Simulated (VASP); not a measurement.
Write the native input for VASP 6.6.1 that does the following.

```
Task                   : single point
Functional             : r2SCAN
Potentials or basis    : VASP PAW PBE potentials, release 64 (C_h)
Cutoff                 : 910 eV
k mesh                 : 12 × 12 × 12
Occupations            : gaussian, width 0.01 eV
Spin                   : no spin polarisation
Dipole correction      : no
Second run             : hard_potentials
Further INCAR settings : ALGO = Normal; EDIFF = 1e-06; NBANDS = 11
```

Crystal: C.

```xyz
2
Lattice="0.0000 1.7623 1.7623 1.7623 0.0000 1.7623 1.7623 1.7623 0.0000" Properties=species:S:1:pos:R:3 pbc="T T T"
C     0.0000    0.0000    0.0000
C     0.8812    0.8812    0.8812
```

This cell differs from its parent crystal: strain -1.0%.

These files were run (other wordings do the same):

POSCAR

```
C
1.0
    0.0000000000      1.7623229011      1.7623229011
    1.7623229011      0.0000000000      1.7623229011
    1.7623229011      1.7623229011      0.0000000000
C
2
Direct
    0.0000000000      0.0000000000      0.0000000000
    0.2500000000      0.2500000000      0.2500000000
```

INCAR.step1

```
SYSTEM = C
ALGO     = Normal         ! electronic algorithm
EDIFF    = 1E-5           ! SCF threshold, eV
ENCUT    = 910            ! plane-wave cutoff, eV
GGA      = PE             ! functional
GGA_COMPAT= .False.      
ISMEAR   = 0              ! smearing method
LASPH    = .True.         ! aspherical terms in the spheres
LCHARG   = .False.        ! write CHGCAR
LREAL    = .False.        ! projectors in reciprocal space
LWAVE    = .True.         ! write WAVECAR
NBANDS   = 11             ! bands
NELM     = 120            ! most SCF steps
PREC     = Accurate       ! precision mode
SIGMA    = 0.01           ! smearing width, eV
```

INCAR.step2

```
SYSTEM = C
ALGO     = Normal         ! electronic algorithm
EDIFF    = 1E-6           ! SCF threshold, eV
ENCUT    = 910            ! plane-wave cutoff, eV
GGA_COMPAT= .False.      
ISIF     = 2              ! what is computed and relaxed
ISMEAR   = 0              ! smearing method
ISTART   = 1            
LASPH    = .True.         ! aspherical terms in the spheres
LCHARG   = .False.        ! write CHGCAR
LMIXTAU  = .True.       
LREAL    = .False.        ! projectors in reciprocal space
LWAVE    = .False.        ! write WAVECAR
METAGGA  = R2SCAN         ! meta-GGA
NBANDS   = 11             ! bands
NELM     = 120            ! most SCF steps
PREC     = Accurate       ! precision mode
SIGMA    = 0.01           ! smearing width, eV
```

KPOINTS

```
k-points
0
Gamma
  12 12 12
  0 0 0
```

Potentials or basis: VASP PAW PBE potentials, release 64 (C_h).

Command:

```bash
$ cat potpaw_PBE.64/C_h/POTCAR > POTCAR
$ cp INCAR.step1 INCAR
$ mpirun -np 1 vasp_std > vasp.out
$ cp INCAR.step2 INCAR
$ mpirun -np 1 vasp_std > vasp.out
```

Results of the run:

```json
{"Pressure": "13.5 GPa", "Band gap on the k mesh": "4.46 eV, indirect (least direct gap 5.98 eV)"}
```

Caveat: the cell differs from its parent crystal (strain -1.0%); the cutoff is under 1.25 times the usual one of these potentials, so pressure, stress and relaxed cells hold a basis-set (Pulay) error; the PAW data sets were made with another functional, which shifts forces and pressure a little.

It took 74 s on 1 thread of AMD EPYC 7R13 Processor (Zen 3) (shared host), peak memory 0.13 GiB.
